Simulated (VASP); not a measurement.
Set up this calculation in VASP 6.6.1, as the native input.

- Task: single point
- Functional: PBE
- Potentials or basis: VASP PAW PBE potentials, release 64 (Ba_sv, Re)
- Cutoff: 520 eV
- k mesh: 6 × 6 × 6
- Occupations: gaussian, width 0.1 eV
- Spin: no spin polarisation
- Dipole correction: no
- Further INCAR settings: ALGO = Fast; EDIFF = 1e-07; NBANDS = 16

The structure of BaRe lies in POSCAR:

```
BaRe
1.0
    1.5068362980      0.8699723440      5.9122169849
   -1.5068362980      0.8699723440      5.9122169849
    0.0000000000     -1.7399446829      5.9122169857
Ba Re
1 1
Direct
    0.0000000000      0.0000000000      0.0000000000
    0.5000000000      0.5000000000      0.5000000000
```

These files were run (other wordings do the same):

INCAR

```
SYSTEM = BaRe
PREC     = Accurate       ! precision mode
ENCUT    = 520            ! plane-wave cutoff, eV
EDIFF    = 1E-7           ! SCF threshold, eV
ISMEAR   = 0              ! smearing method
SIGMA    = 0.1            ! smearing width, eV
LREAL    = .False.        ! projectors in reciprocal space
LASPH    = .True.         ! aspherical terms in the spheres
NELM     = 80             ! most SCF steps
ALGO     = Fast           ! electronic algorithm
ISIF     = 2              ! what is computed and relaxed
LWAVE    = .False.        ! write WAVECAR
LCHARG   = .False.        ! write CHGCAR
GGA      = PE             ! functional
NBANDS   = 16             ! bands
```

KPOINTS

```
Automatic mesh
0
Gamma
  6 6 6
  0 0 0
```

Potentials or basis: VASP PAW PBE potentials, release 64 (Ba_sv, Re).

Run with:

```sh
$ cat potpaw_PBE.64/Ba_sv/POTCAR potpaw_PBE.64/Re/POTCAR > POTCAR
$ mpirun -np 1 vasp_std > vasp.out
```

Results of the run:

| Item | Value |
| --- | --- |
| Pressure | 3.2 GPa |

Caveat: the k points lie up to 0.41 Å⁻¹ apart.

It took 6.8 min on 1 thread of Intel(R) Xeon(R) Platinum 8488C (Sapphire Rapids), on a shared host, peak memory 0.34 GiB.
